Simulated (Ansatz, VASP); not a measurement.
Two plane-wave programs on Hg

File INCAR:

```
SYSTEM = Hg
ALGO = Normal
EDIFF = 1E-7
EDIFFG = -0.01
ENCUT = 600
GGA = PS
IBRION = 2
ISIF = 3
ISMEAR = -1
LASPH = .True.
LCHARG = .False.
LREAL = .False.
LWAVE = .False.
NELM = 80
NSW = 80
PREC = Accurate
SIGMA = 0.1
```

Contents of KPOINTS:

```
k-points
0
Gamma
  5 5 5
  0 0 0
```

File POSCAR:

```
Hg
1.0
    5.6937108959      0.0000000000      0.0000000000
    0.0000000000      5.6937108959      0.0000000000
    0.0000000000      0.0000000000      5.6937108959
Hg
8
Direct
    0.0000000000      0.0000000000      0.0000000000
    0.5000000000      0.5000000000      0.5000000000
    0.2500000000      0.0000000000      0.5000000000
    0.7500000000      0.0000000000      0.5000000000
    0.5000000000      0.2500000000      0.0000000000
    0.5000000000      0.7500000000      0.0000000000
    0.0000000000      0.5000000000      0.2500000000
    0.0000000000      0.5000000000      0.7500000000
```

Input for Ansatz:

```yaml
crystal:
  lattice:
    - [5.6937108959, 0.0, 0.0]
    - [0.0, 5.6937108959, 0.0]
    - [0.0, 0.0, 5.6937108959]
  atoms:
    - { symbol: Hg, position: [0.0, 0.0, 0.0] }
    - { symbol: Hg, position: [0.5, 0.5, 0.5] }
    - { symbol: Hg, position: [0.25, 0.0, 0.5] }
    - { symbol: Hg, position: [0.75, 0.0, 0.5] }
    - { symbol: Hg, position: [0.5, 0.25, 0.0] }
    - { symbol: Hg, position: [0.5, 0.75, 0.0] }
    - { symbol: Hg, position: [0.0, 0.5, 0.25] }
    - { symbol: Hg, position: [0.0, 0.5, 0.75] }
hamiltonian:
  xc: pbesol
  pseudopotentials:
    kind: paw
    azcp:
      Hg: "pseudopotentials/Hg.paw.azcp"
basis:
  ecutwfc: 420
  fft_grid_basis: typed
kpoints:
  mp_grid: { grid: [5, 5, 5], shift: [0, 0, 0] }
magnetization:
  spin_polarized: false
scf:
  occupations: { method: fermi_dirac, width: 0.1 }
relax:
  max_steps: 60
  f_tol: 0.01
  cell: {}
output:
  write_density: true
  write_potential: true
  elf: true
  volumetric_format: npy
```

Alike in both runs: task relaxation of cell and atoms; functional PBEsol; k mesh 5 × 5 × 5; occupations fermi-dirac, width 0.1 eV; no spin polarisation.

|  | VASP | Ansatz |
| --- | --- | --- |
| version | VASP 6.6.1 | Ansatz 0.2.0 |
| potentials or method | VASP PAW PBE potentials, release 64 (Hg), cutoff 600 eV | plane waves (420 eV) with PAW, scalar-relativistic |
| valence electrons in the cell | 96 | 160 |

Ansatz gave:

| Item | Value |
| --- | --- |
| relaxed volume (Å³/atom) | 24.15 |
| relaxed length of the cell vector where the two differ most in proportion (Å) | 5.781 |

Q: What did VASP give for the same quantities?

A: Relaxed volume (Å³/atom): 24.50; relaxed length of the cell vector where the two differ most in proportion (Å): 5.809.

VASP's potentials were made for PBE, not for PBEsol, and Ansatz warns of the same on its side. VASP's potentials hold 96 valence electrons a cell and Ansatz's 160, so a difference there can come from the potentials and not from the codes.

Spin-orbit coupling is off throughout.
